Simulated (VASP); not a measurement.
# W4C4F in VASP: single point with LDA

Aim: the single point of W4C4F with LDA.

All numbers are computed with VASP 6.6.1; they aren't measurements. Logs are shortened: lines on timing, memory, paths and dates and some standing lists are left out, and cuts for length are marked.

## Step 1: The cell of the first run

The cell holds a slab with vacuum, 18 atoms: a = 5.693 Å, b = 5.693 Å, c = 15.193 Å, α = 90.00°, β = 90.00°, γ = 120.00°.

## Step 2: Single point, LDA

Contents of INCAR:

```
SYSTEM = W4C4F
  ALGO = Normal
  EDIFF = 1E-6
  ENCUT = 520
  GGA_COMPAT = .False.
  ISIF = 2
  ISMEAR = 0
  LASPH = .True.
  LCHARG = .False.
  LREAL = .False.
  LWAVE = .False.
  NBANDS = 94
  NELM = 120
  NELMDL = -8
  PREC = Accurate
  SIGMA = 0.1
```

Contents of KPOINTS:

```
k-points
0
Gamma
  3 3 1
  0 0 0
```

Contents of POSCAR:

```
W4C4F
1.0
    5.6929600000      0.0000000000      0.0000000000
   -2.8464800000      4.9302480000      0.0000000000
    0.0000000000      0.0000000000     15.1931300000
W C F
8 8 2
Direct
    0.0000000000      0.0000000000      0.0658192222
   -0.0011214182     -0.0021349839      0.2523630088
    0.0000000000      0.5000000000      0.0658192222
    0.0009870329      0.5005772529      0.2500967872
    0.5000000000      0.0000000000      0.0658192222
    0.4960823085     -0.0047259286      0.2503596691
    0.5000000000      0.5000000000      0.0658192222
    0.4951154946      0.5026909397      0.2533631319
    0.3307352229      0.1661843380      0.1523505032
    0.3456492869      0.1655344721      0.3269733755
    0.3336375457      0.6652529447      0.1507595867
    0.3248459636      0.6710372379      0.3276927796
    0.8344493480      0.1642396082      0.1532882954
    0.8203442271      0.1770389644      0.3338949249
    0.8329299073      0.6683850386      0.1522962023
    0.8316505364      0.6517197512      0.3266898263
    1.0494674687      0.9483443835      0.3980069281
    0.8161386464      1.1835349865      0.4194872288
```

Potentials or basis: VASP PAW LDA potentials, release 64 (W_sv, C, F).

Run with:

```console
> cat potpaw_LDA.64/W_sv/POTCAR potpaw_LDA.64/C/POTCAR potpaw_LDA.64/F/POTCAR > POTCAR
> mpirun -np 1 vasp_std > vasp.out
```

OUTCAR:

```text
SYSTEM = W4C4F
   EDIFF = 1E-6
   ENCUT = 520
   ISIF = 2
   ISMEAR = 0
   LASPH = .True.
   LREAL = .False.
   NELM = 120
   NELMDL = -8
   PREC = Accurate

 ion  position               nearest neighbor table
   1  0.000  0.000  0.066-   9 2.09  15 2.10  13 2.10   2 2.83   5 2.85   5 2.85   3 2.85   3 2.85
                             7 2.85   7 2.85
   2  0.999  0.998  0.252-  16 2.05  10 2.05  14 2.16  13 2.22  15 2.22   9 2.23  17 2.27   1 2.83
                             4 2.84   6 2.84   8 2.84   8 2.85   6 2.86   4 2.86
   3  0.000  0.500  0.066-  11 2.09  15 2.11  13 2.12   4 2.80   7 2.85   7 2.85   5 2.85   1 2.85
                             1 2.85   5 2.85
   4  0.001  0.501  0.250-  16 1.96  12 1.99  14 2.04  13 2.22  15 2.22  11 2.23   3 2.80   8 2.81
                             6 2.82   2 2.84   2 2.86   6 2.88   8 2.89
   5  0.500  0.000  0.066-  11 2.10   9 2.11  13 2.12   6 2.80   1 2.85   1 2.85   3 2.85   7 2.85
                             7 2.85   3 2.85
   6  0.496  0.995  0.250-  10 1.96  12 1.98  14 2.04  11 2.22  13 2.23   9 2.23   8 2.80   5 2.80
                             4 2.82   2 2.84   2 2.86   4 2.88   8 2.89
   7  0.500  0.500  0.066-  11 2.08  15 2.10   9 2.11   3 2.85   3 2.85   1 2.85   5 2.85   5 2.85
                             1 2.85   8 2.85
   8  0.495  0.503  0.253-  16 2.00  10 2.01  12 2.02  11 2.23   9 2.26  15 2.27   6 2.80   4 2.81
                             2 2.84   7 2.85   2 2.85   4 2.89   6 2.89
   9  0.331  0.166  0.152-   1 2.09   7 2.11   5 2.11   6 2.23   2 2.23   8 2.26
  10  0.346  0.166  0.327-  17 1.86   6 1.96   8 2.01   2 2.05
  11  0.334  0.665  0.151-   7 2.08   3 2.09   5 2.10   6 2.22   4 2.23   8 2.23
  12  0.325  0.671  0.328-   6 1.98   4 1.99   8 2.02
  13  0.834  0.164  0.153-   1 2.10   5 2.12   3 2.12   4 2.22   2 2.22   6 2.23
  14  0.820  0.177  0.334-  18 1.30   4 2.04   6 2.04   2 2.16
  15  0.833  0.668  0.152-   1 2.10   7 2.10   3 2.11   4 2.22   2 2.22   8 2.27
  16  0.832  0.652  0.327-  17 1.86   4 1.96   8 2.00   2 2.05
  17  0.049  0.948  0.398-  10 1.86  16 1.86   2 2.27
  18  0.816  0.184  0.419-  14 1.30

  LATTYP: Found a hexagonal cell.
 ALAT       =     5.6929600000
 C/A-ratio  =     2.6687575532

  Lattice vectors:

 A1 = (   5.6929600000,   0.0000000000,   0.0000000000)
 A2 = (  -2.8464800000,   4.9302480000,   0.0000000000)
 A3 = (   0.0000000000,   0.0000000000,  15.1931300000)

Analysis of symmetry for initial positions (statically):
=====================================================================
 Subroutine PRICEL returns:
 Original cell was already a primitive cell.

 Routine SETGRP: Setting up the symmetry group for a
 hexagonal supercell.

 Subroutine GETGRP returns: Found  1 space group operations
 (whereof  1 operations were pure point group operations)
 out of a pool of 24 trial point group operations.
[... 138 lines left out ...]
   NELECT =     158.0000    total number of electrons
   NUPDOWN=      -1.0000    fix difference up-down
   EMIN   =  10.00;   EMAX   =-10.00  energy-range for DOS
   EFERMI =   0.00;   METHOD = LEGACY
   ISMEAR =     0;   SIGMA  =   0.10  broadening in eV -4-tet -1-fermi 0-gaus
   EFERMI_NEDOS =   21; number of points for ismear=-14 and -15
   IALGO  =     38    algorithm
   IMIX   =      4    mixing-type and parameters
     AMIX     =   0.40;   BMIX     =  1.00
     AMIX_MAG =   1.60;   BMIX_MAG =  1.00
  volume/ion in A,a.u.               =      23.69       159.87
  Fermi-wavevector in a.u.,A,eV,Ry     =   1.175824  2.221986 18.810913  1.382563
  Thomas-Fermi vector in A             =   2.312199
   LORBIT       =      0    0 simple, 1 ext, 2 COOP (PROOUT), +10 PAW based schemes
   GGA     = CA    functional components
   LHFCALC =     F    Hartree Fock is set to
   AEXX    =    0.0000 exact exchange contribution
   IVDW    =     0    specifies the selected vdW correction
   LEPSILON=     F    determine dielectric tensor
   LRPA    =     F    only Hartree local field effects (RPA)
 non-spin polarized calculation
 Gauss-broadening in eV      SIGMA  =   0.10
  energy-cutoff  :      520.00
  volume of cell :      426.44
 maximum number of plane-waves:     11517
 NGX is ok and might be reduce to    42
   NGX = 21   NGY = 21   NGZ = 57

 number of electron     157.9999991 magnetization

 Free energy of the ion-electron system (eV)
  ---------------------------------------------------
  ext. energy  EPLUGINS =         0.00000000
  ---------------------------------------------------
  free energy    TOTEN  =      -187.08703681 eV

  energy without entropy =     -187.06384944  energy(sigma->0) =     -187.07544312

 E-fermi :   1.0924     XC(G=0):  -7.0396

 val. band max:        1.0496405437   @ k =   0.0000   0.3333   0.0000
 cond. band min:       1.2222443837   @ k =   0.3333   0.3333   0.0000
 fundamental gap:      0.1726038400
 Fermi energy:         1.0924454697

 k-point     1 :       0.0000    0.0000    0.0000
  band No.  band energies     occupation
      1     -72.6440      2.00000
      2     -72.3625      2.00000
      3     -72.3073      2.00000
      4     -72.2420      2.00000
      5     -72.2262      2.00000
      6     -72.2171      2.00000
[... 459 lines left out ...]
     90       3.6344      0.00000
     91       3.7826      0.00000
 [bands above 91 left out]

------------------------ aborting loop because EDIFF is reached ----------------------------------------

  FORCE on cell =-STRESS in cart. coord.  units (eV):
  Direction    XX          YY          ZZ          XY          YZ          ZX
  --------------------------------------------------------------------------------------
  -------------------------------------------------------------------------------------
  Total       15.8526274     14.7192571      2.8881778     -0.9526254      0.3988348      0.1352270
  in kB       59.5604104     55.3021891     10.8512646     -3.5791390      1.4984748      0.5080656
  external PRESSURE =      41.9046214 kB  Pullay stress =       0.0000000 kB

 VOLUME and BASIS-vectors are now :
 -----------------------------------------------------------------------------
  energy-cutoff  :      520.00
  volume of cell :      426.44
      direct lattice vectors                 reciprocal lattice vectors
     5.692960000  0.000000000  0.000000000     0.175655546  0.101414777  0.000000000
    -2.846480000  4.930248000  0.000000000     0.000000000  0.202829553  0.000000000
     0.000000000  0.000000000 15.193130000     0.000000000  0.000000000  0.065819222

 POSITION                                       TOTAL-FORCE (eV/Angst)
 -----------------------------------------------------------------------------------
      0.00000      0.00000      1.00000        -0.060853      0.003198      0.046944
      2.84617      4.91972      3.83418        -0.039230      0.158565      0.011050
     -1.42324      2.46512      1.00000        -0.070974     -0.140920     -0.291395
     -1.41926      2.46797      3.79975         0.037059     -0.029998      0.018862
      2.84648      0.00000      1.00000         0.044230      0.069598     -0.259120
     -0.00885      4.90695      3.80375         0.063905      0.166981     -0.049383
[... 10 lines left out ...]
     -2.41783      4.67557      6.04697        -0.027240      0.056007      0.090816
      4.12382      0.90487      6.37332        -0.032409      0.004915      0.577296
 -----------------------------------------------------------------------------------
    total drift:                               -0.000699      0.000153     -0.000135

  FREE ENERGIE OF THE ION-ELECTRON SYSTEM (eV)
  ---------------------------------------------------
  free  energy   TOTEN  =      -187.0870368075 eV

  energy  without entropy=     -187.0638494377  energy(sigma->0) =     -187.07544312
```

Run time: 16 min. Hardware: 1 thread of Oxide Virtual Turin-like, shared host; peak memory 0.42 GiB.

What came out:

* Free energy: -187.0870 eV
* Largest force: 0.578 eV/Å
* Band gap on the k mesh: zero (bands 79 and 80 overlap by 0.66 eV)

Forces on the atoms (eV/Å):
```
W   -0.061  0.003  0.047
W   -0.039  0.159  0.011
W   -0.071 -0.141 -0.291
W    0.037 -0.030  0.019
W    0.044  0.070 -0.259
W    0.064  0.167 -0.049
W    0.009 -0.054 -0.068
W    0.008 -0.087  0.018
C    0.003 -0.027  0.018
C    0.079  0.095  0.056
C   -0.003  0.003 -0.043
C   -0.009  0.012  0.184
C    0.003 -0.022  0.023
C    0.035 -0.035 -0.437
C    0.005  0.011 -0.006
C   -0.047 -0.185  0.109
F   -0.027  0.056  0.091
F   -0.032  0.005  0.577
```

Caveat: the k points lie up to 0.42 Å⁻¹ apart, too coarse for converged energies and pressures of a metal; there is no dipole correction, which matters where the two faces differ; spin-orbit coupling is left out, which moves the levels of the heavy elements.

The gap in the log of VASP goes by the Fermi energy; the results here count the filled bands.